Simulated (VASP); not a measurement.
# CoSi (P2_12_12_1) in VASP: further runs

The runs below take CoSi through single point, with PBEsol.

Program: VASP 6.6.1. These are calculated values, not measurements. Logs are shortened: lines on timing, memory, paths and dates and some standing lists are left out, and cuts for length are marked.

### Step 1. The cell of the first run

It takes space group P2_12_12_1 (No. 19, orthorhombic). The conventional cell has a = 4.254 Å, b = 4.386 Å, c = 4.386 Å, α = 90.00°, β = 90.00°, γ = 90.00°. Within 3.0 Å of Co (site symmetry 1) lie 7 Si at 2.25 to 2.40 Å and 6 Co at 2.64 to 2.69 Å. Within 3.0 Å of Si (site symmetry 1) lie 7 Co at 2.25 to 2.40 Å and 6 Si at 2.66 to 2.71 Å.

### Step 2. Single point, PBEsol (strain +0.000 along x and y, -0.030 along z)

File INCAR:

```
PREC = Accurate
ENCUT = 520
EDIFF = 1E-7
ISMEAR = 0
SIGMA = 0.15
LREAL = False
LASPH = True
NELM = 80
ALGO = Fast
ISIF = 2
LWAVE = False
LCHARG = False
GGA = PS
NBANDS = 36
```

File KPOINTS:

```
Automatic mesh
0
Gamma
  10 10 10
```

File POSCAR:

```
CoSi
1.0
    4.3858255181      0.0000000000      0.0000000000
    0.0000000000      4.3858255181      0.0000000000
    0.0000000000      0.0000000000      4.2542507526
Co Si
4 4
Direct
    0.1456446764      0.1456446764      0.1456446764
    0.3543553236      0.8543553236      0.6456446764
    0.6456446764      0.3543553236      0.8543553236
    0.8543553236      0.6456446764      0.3543553236
    0.8433288500      0.8433288500      0.8433288500
    0.6566711500      0.1566711500      0.3433288500
    0.3433288500      0.6566711500      0.1566711500
    0.1566711500      0.3433288500      0.6566711500
```

Potentials or basis: VASP PAW PBE potentials, release 64 (Co, Si).

On the command line:

```
cat potpaw_PBE.64/Co/POTCAR potpaw_PBE.64/Si/POTCAR > POTCAR
mpirun -np 1 vasp_std > vasp.out
```

OUTCAR:

```text
PREC = Accurate
   ENCUT = 520
   EDIFF = 1E-7
   ISMEAR = 0
   LREAL = False
   LASPH = True
   NELM = 80
   ISIF = 2
   GGA = PS

 ion  position               nearest neighbor table
   1  0.146  0.146  0.146-   8 2.25   5 2.27   6 2.30   7 2.31   8 2.34   6 2.39   7 2.40   2 2.64
                             2 2.64   3 2.68   3 2.68   4 2.69   4 2.69
   2  0.354  0.854  0.646-   7 2.25   6 2.27   5 2.30   8 2.31   7 2.34   5 2.39   8 2.40   1 2.64
                             1 2.64   4 2.68   4 2.68   3 2.69   3 2.69
   3  0.646  0.354  0.854-   6 2.25   7 2.27   8 2.30   5 2.31   6 2.34   8 2.39   5 2.40   4 2.64
                             4 2.64   1 2.68   1 2.68   2 2.69   2 2.69
   4  0.854  0.646  0.354-   5 2.25   8 2.27   7 2.30   6 2.31   5 2.34   7 2.39   6 2.40   3 2.64
                             3 2.64   2 2.68   2 2.68   1 2.69   1 2.69
   5  0.843  0.843  0.843-   4 2.25   1 2.27   2 2.30   3 2.31   4 2.34   2 2.39   3 2.40   6 2.66
                             6 2.66   7 2.69   7 2.69   8 2.71   8 2.71
   6  0.657  0.157  0.343-   3 2.25   2 2.27   1 2.30   4 2.31   3 2.34   1 2.39   4 2.40   5 2.66
                             5 2.66   8 2.69   8 2.69   7 2.71   7 2.71
   7  0.343  0.657  0.157-   2 2.25   3 2.27   4 2.30   1 2.31   2 2.34   4 2.39   1 2.40   8 2.66
                             8 2.66   5 2.69   5 2.69   6 2.71   6 2.71
   8  0.157  0.343  0.657-   1 2.25   4 2.27   3 2.30   2 2.31   1 2.34   3 2.39   2 2.40   7 2.66
                             7 2.66   6 2.69   6 2.69   5 2.71   5 2.71

  LATTYP: Found a simple tetragonal cell.
 ALAT       =     4.3858255181
 C/A-ratio  =     0.9700000000

  Lattice vectors:

 A1 = (   4.3858255181,   0.0000000000,   0.0000000000)
 A2 = (   0.0000000000,   4.3858255181,   0.0000000000)
 A3 = (   0.0000000000,   0.0000000000,   4.2542507526)

Analysis of symmetry for initial positions (statically):
=====================================================================
 Subroutine PRICEL returns:
 Original cell was already a primitive cell.

 Routine SETGRP: Setting up the symmetry group for a
 simple tetragonal supercell.

 Subroutine GETGRP returns: Found  4 space group operations
 (whereof  1 operations were pure point group operations)
 out of a pool of 16 trial point group operations.

The static configuration has the point symmetry C_1 .
 The point group associated with its full space group is D_2 .

Analysis of symmetry for dynamics (positions and initial velocities):
=====================================================================
 Subroutine PRICEL returns:
 Original cell was already a primitive cell.

 Routine SETGRP: Setting up the symmetry group for a
 simple tetragonal supercell.

 Subroutine GETGRP returns: Found  4 space group operations
 (whereof  1 operations were pure point group operations)
 out of a pool of 16 trial point group operations.

The dynamic configuration has the point symmetry C_1 .
 The point group associated with its full space group is D_2 .

 Subroutine INISYM returns: Found  4 space group operations
 (whereof  1 operations are pure point group operations),
 and found     1 'primitive' translations

----------------------------------------------------------------------------------------

                                     Primitive cell

  volume of cell :      81.8325

  direct lattice vectors                    reciprocal lattice vectors
     4.385825518  0.000000000  0.000000000     0.228007246  0.000000000  0.000000000
     0.000000000  4.385825518  0.000000000     0.000000000  0.228007246  0.000000000
     0.000000000  0.000000000  4.254250753     0.000000000  0.000000000  0.235059017

  length of vectors
     4.385825518  4.385825518  4.254250753     0.228007246  0.228007246  0.235059017

  position of ions in fractional coordinates (direct lattice)
     0.145644676  0.145644676  0.145644676
     0.354355324  0.854355324  0.645644676
     0.645644676  0.354355324  0.854355324
     0.854355324  0.645644676  0.354355324
     0.843328850  0.843328850  0.843328850
     0.656671150  0.156671150  0.343328850
     0.343328850  0.656671150  0.156671150
     0.156671150  0.343328850  0.656671150

  ion indices of the primitive-cell ions
   primitive index   ion index
                 1           1
                 2           2
                 3           3
                 4           4
                 5           5
                 6           6
                 7           7
                 8           8

----------------------------------------------------------------------------------------

 KPOINTS: Automatic mesh

Automatic generation of k-mesh.
 Grid dimensions read from file:
 generate k-points for:   10   10   10

 Generating k-lattice:

  Cartesian coordinates                     Fractional coordinates (reciprocal lattice)
     0.022800725  0.000000000  0.000000000     0.100000000  0.000000000  0.000000000
     0.000000000  0.022800725  0.000000000     0.000000000  0.100000000  0.000000000
     0.000000000  0.000000000  0.023505902     0.000000000  0.000000000  0.100000000

  Length of vectors
     0.022800725  0.022800725  0.023505902

  Shift w.r.t. Gamma in fractional coordinates (k-lattice)
     0.000000000  0.000000000  0.000000000

 Subroutine IBZKPT returns following result:
 ===========================================

 Found    216 irreducible k-points:

 Following reciprocal coordinates:
            Coordinates               Weight
  0.000000  0.000000  0.000000      1.000000
  0.100000  0.000000  0.000000      2.000000
  0.000000  0.100000  0.000000      2.000000
  0.200000  0.000000  0.000000      2.000000
  0.000000  0.200000  0.000000      2.000000
  0.300000  0.000000  0.000000      2.000000
[... 16 lines left out ...]
 -0.200000  0.300000  0.000000      4.000000
  0.400000  0.200000  0.000000      4.000000
 [... further k-points ...]
   k-points           NKPTS =    216   k-points in BZ     NKDIM =    216   number of bands    NBANDS=     36
   number of dos      NEDOS =    301   number of ions     NIONS =      8
   total plane-waves  NPLWV =  41472
   dimension x,y,z NGX =    36 NGY =   36 NGZ =   32
   dimension x,y,z NGXF=    72 NGYF=   72 NGZF=   64
   ions per type =               4   4
   NGX,Y,Z   is equivalent  to a cutoff of  13.65, 13.65, 12.50 a.u.
   NGXF,Y,Z  is equivalent  to a cutoff of  27.29, 27.29, 25.01 a.u.
 SYSTEM =  unknown system
   PREC   = accura    normal or accurate (medium, high low for compatibility)
   ISTART =      0    job   : 0-new  1-cont  2-samecut
   ICHARG =      2    charge: 1-file 2-atom 10-const
   ISPIN  =      1    spin polarized calculation?
   LNONCOLLINEAR =      F non collinear calculations
   LSORBIT =      F    spin-orbit coupling
   LASPH  =      T    aspherical Exc in radial PAW
   ENCUT  =  520.0 eV  38.22 Ry    6.18 a.u.   8.15  8.15  7.91*2*pi/ulx,y,z
   NELM   =     80;   NELMIN=  2; NELMDL= -5     # of ELM steps
   EDIFF  = 0.1E-06   stopping-criterion for ELM
   LREAL  =      F    real-space projection
   EDIFFG = 0.1E-05   stopping-criterion for IOM
   NSW    =      0    number of steps for IOM
   IBRION =     -1    ionic relax: 0-MD 1-quasi-New 2-CG
   NFREE  =      0    steps in history (QN), initial steepest desc. (CG)
   ISIF   =      2    stress and relaxation
   ISYM   =      2    0-nonsym 1-usesym 2-fastsym
   POTIM  = 0.5000    time-step for ionic-motion
   TEBEG  =    0.0;   TEEND  =   0.0 temperature during run
   PSTRESS=    0.0 pullay stress
   NELECT =      52.0000    total number of electrons
   NUPDOWN=      -1.0000    fix difference up-down
   EMIN   =  10.00;   EMAX   =-10.00  energy-range for DOS
   EFERMI =   0.00;   METHOD = LEGACY
   ISMEAR =     0;   SIGMA  =   0.15  broadening in eV -4-tet -1-fermi 0-gaus
   EFERMI_NEDOS =   21; number of points for ismear=-14 and -15
   IALGO  =     68    algorithm
   IMIX   =      4    mixing-type and parameters
     AMIX     =   0.40;   BMIX     =  1.00
     AMIX_MAG =   1.60;   BMIX_MAG =  1.00
  volume/ion in A,a.u.               =      10.23        69.03
  Fermi-wavevector in a.u.,A,eV,Ry     =   1.407453  2.659701 26.952121  1.980925
  Thomas-Fermi vector in A             =   2.529711
   LORBIT       =      0    0 simple, 1 ext, 2 COOP (PROOUT), +10 PAW based schemes
   GGA     = PS    functional components
   LHFCALC =     F    Hartree Fock is set to
   AEXX    =    0.0000 exact exchange contribution
   IVDW    =     0    specifies the selected vdW correction
   LEPSILON=     F    determine dielectric tensor
   LRPA    =     F    only Hartree local field effects (RPA)
 non-spin polarized calculation
 RMM-DIIS sequential band-by-band and
 Gauss-broadening in eV      SIGMA  =   0.15
  energy-cutoff  :      520.00
  volume of cell :       81.83
 maximum number of plane-waves:      2240
 NGX is ok and might be reduce to    36
   NGX = 17   NGY = 17   NGZ = 15

 number of electron      51.9999999 magnetization

 Free energy of the ion-electron system (eV)
  ---------------------------------------------------
  ext. energy  EPLUGINS =         0.00000000
  ---------------------------------------------------
  free energy    TOTEN  =       -59.71979640 eV

  energy without entropy =      -59.70440160  energy(sigma->0) =      -59.71209900

 E-fermi :  12.9962     XC(G=0): -13.2851

 val. band max:       12.9680617024   @ k =   0.0000   0.0000   0.0000
 cond. band min:      13.0039519977   @ k =   0.4000   0.4000   0.5000
 fundamental gap:      0.0358902953
 Fermi energy:        12.9962029164

 k-point     1 :       0.0000    0.0000    0.0000
  band No.  band energies     occupation
      1      -1.2299      2.00000
      2       4.3469      2.00000
      3       4.5092      2.00000
      4       4.6018      2.00000
      5       7.1074      2.00000
      6       7.1631      2.00000
[... 28 lines left out ...]
     35      16.8557      0.00000
     36      18.0228      0.00000

 k-point     2 :       0.1000    0.0000    0.0000
  band No.  band energies     occupation
      1      -1.1532      2.00000
      2       3.7983      2.00000
      3       4.5569      2.00000
      4       5.0057      2.00000
      5       6.7597      2.00000
      6       7.3060      2.00000
[... 28 lines left out ...]
     35      17.0209      0.00000
     36      18.3134      0.00000
[... 817 lines left out ...]
     35      17.5802      0.00000
     36      18.3019      0.00000

 k-point    24 :       0.4000    0.2000    0.0000
  band No.  band energies     occupation
      1       0.2521      2.00000
      2       1.5955      2.00000
      3       4.2414      2.00000
      4       5.2198      2.00000
      5       6.8755      2.00000
      6       7.1200      2.00000
[... 28 lines left out ...]
     35      17.4280      0.00000
     36      19.3664      0.00000

 [... further k-points ...]
[... 5 lines left out ...]
  --------------------------------------------------------------------------------------
  -------------------------------------------------------------------------------------
  Total        2.7877711      2.8651753      7.4805780      0.0000000      0.0000000      0.0000000
  in kB       54.5810534     56.0965301    146.4603124      0.0000000      0.0000000      0.0000000
  external PRESSURE =      85.7126320 kB  Pullay stress =       0.0000000 kB

 VOLUME and BASIS-vectors are now :
 -----------------------------------------------------------------------------
  energy-cutoff  :      520.00
  volume of cell :       81.83
      direct lattice vectors                 reciprocal lattice vectors
     4.385825518  0.000000000  0.000000000     0.228007246  0.000000000  0.000000000
     0.000000000  4.385825518  0.000000000     0.000000000  0.228007246  0.000000000
     0.000000000  0.000000000  4.254250753     0.000000000  0.000000000  0.235059017

 POSITION                                       TOTAL-FORCE (eV/Angst)
 -----------------------------------------------------------------------------------
      0.63877      0.63877      0.61961         0.007356      0.013718      0.096170
      1.55414      3.74705      2.74673        -0.007356     -0.013718      0.096170
      2.83168      1.55414      3.63464         0.007356     -0.013718     -0.096170
      3.74705      2.83168      1.50752        -0.007356      0.013718     -0.096170
      3.69869      3.69869      3.58773        -0.014109      0.038470      0.065629
      2.88005      0.68713      1.46061         0.014109     -0.038470      0.065629
      1.50578      2.88005      0.66652        -0.014109     -0.038470     -0.065629
      0.68713      1.50578      2.79364         0.014109      0.038470     -0.065629
 -----------------------------------------------------------------------------------
    total drift:                                0.000000      0.000000      0.000000

  FREE ENERGIE OF THE ION-ELECTRON SYSTEM (eV)
  ---------------------------------------------------
  free  energy   TOTEN  =       -59.7197963987 eV

  energy  without entropy=      -59.7044015958  energy(sigma->0) =      -59.71209900
```

It took 22 min on 1 thread of Oxide Virtual Turin-like, shared host; peak memory 0.53 GiB.

What came out:

- Free energy: -59.7198 eV
- Pressure: 8.6 GPa
- Largest force: 0.097 eV/Å
- Band gap on the k mesh: zero (bands 26 and 27 overlap by 0.25 eV)

Forces on the atoms (eV/Å):
```
Co   0.007  0.014  0.096
Co  -0.007 -0.014  0.096
Co   0.007 -0.014 -0.096
Co  -0.007  0.014 -0.096
Si  -0.014  0.038  0.066
Si   0.014 -0.038  0.066
Si  -0.014 -0.038 -0.066
Si   0.014  0.038 -0.066
```

Caveat: the cell differs from its parent crystal (strain +0.000 along x and y, -0.030 along z); the stress differs along the axes, from 5 to 15 GPa; the PAW data sets were made with another functional, which shifts forces and pressure a little; the run has no spin polarisation, though such a crystal can be magnetic. Spin polarisation is off, so any magnetic state and its effect on volume and gap are missing.

### Step 3. Single point, PBEsol (strain +0.000 along x and y, +0.030 along z)

File INCAR:

```
SYSTEM = CoSi
  PREC = Accurate
  ENCUT = 520
  EDIFF = 1E-6
  ISMEAR = 0
  SIGMA = 0.15
  LREAL = .FALSE.
  LASPH = .TRUE.
  NELM = 80
  ALGO = Fast
  ISIF = 2
  LWAVE = .FALSE.
  LCHARG = .FALSE.
  GGA = PS
  NBANDS = 36
```

File KPOINTS:

```
Automatic mesh
0
G
  10 10 10
  0 0 0
```

Edit POSCAR of step 2 so:

```diff
@@ -4,3 +4,3 @@
     0.0000000000      4.3858255181      0.0000000000
-    0.0000000000      0.0000000000      4.2542507526
+    0.0000000000      0.0000000000      4.5174002836
 Co Si
```

Potentials or basis: VASP PAW PBE potentials, release 64 (Co, Si).

On the command line:

```
cat potpaw_PBE.64/Co/POTCAR potpaw_PBE.64/Si/POTCAR > POTCAR
mpirun -np 1 vasp_std > vasp.out
```

Run time: 21 min. Hardware: 1 thread of Oxide Virtual Turin-like, shared host; peak memory 0.56 GiB.

The run converged. Its results:

```yaml
Free_energy: -59.7449 eV
Pressure: -6.6 GPa
Largest_force: 0.071 eV/Å
Band_gap_on_the_k_mesh: zero (bands 26 and 27 overlap by 0.22 eV)
```

Forces in eV/Å, atoms in the order of the input:
```
Co  -0.009 -0.029 -0.064
Co   0.009  0.029 -0.064
Co  -0.009  0.029  0.064
Co   0.009 -0.029  0.064
Si   0.014 -0.002 -0.059
Si  -0.014  0.002 -0.059
Si   0.014  0.002  0.059
Si  -0.014 -0.002  0.059
```

Stress tensor (GPa, compression positive):
```
 -4.50   0.00   0.00
  0.00  -4.40   0.00
  0.00   0.00 -10.80
```

Levels at points of the mesh, in eV from the Fermi level:
| k point | band 22 | band 23 | band 24 | band 25 | band 26 | band 27 | band 28 | band 29 | band 30 | band 31 |
| --- | --- | --- | --- | --- | --- | --- | --- | --- | --- | --- |
| (0.00, 0.00, 0.00) | -0.87 | -0.84 | -0.79 | -0.06 | -0.05 | -0.03 | 2.47 | 2.49 | 2.50 | 2.80 |
| (0.50, 0.00, 0.00) | -1.10 | -0.70 | -0.70 | -0.53 | -0.53 | 1.03 | 1.03 | 1.38 | 1.38 | 4.15 |
| (0.00, 0.50, 0.00) | -1.08 | -0.71 | -0.71 | -0.53 | -0.53 | 0.89 | 0.89 | 1.52 | 1.52 | 4.23 |
| (0.50, 0.50, 0.00) | -1.49 | -1.10 | -1.10 | -0.09 | -0.09 | 0.49 | 0.49 | 1.91 | 1.91 | 2.27 |
| (0.00, 0.00, 0.50) | -1.05 | -0.64 | -0.64 | -0.51 | -0.51 | 0.99 | 0.99 | 1.53 | 1.53 | 4.25 |
| (0.50, 0.00, 0.50) | -1.49 | -1.00 | -1.00 | -0.08 | -0.08 | 0.60 | 0.60 | 2.02 | 2.02 | 2.57 |
| (0.00, 0.50, 0.50) | -1.58 | -1.00 | -1.00 | -0.06 | -0.06 | 0.58 | 0.58 | 2.03 | 2.03 | 2.62 |
| (0.50, 0.50, 0.50) | -1.25 | -1.25 | -1.25 | -0.26 | -0.26 | -0.26 | -0.26 | 5.31 | 5.31 | 5.31 |

Caveat: the cell differs from its parent crystal (strain +0.000 along x and y, +0.030 along z); the stress differs along the axes, from -11 to -4 GPa; the PAW data sets were made with another functional, which shifts forces and pressure a little; the run has no spin polarisation, though such a crystal can be magnetic.

The gap in the log of VASP goes by the Fermi energy; the results here count the filled bands.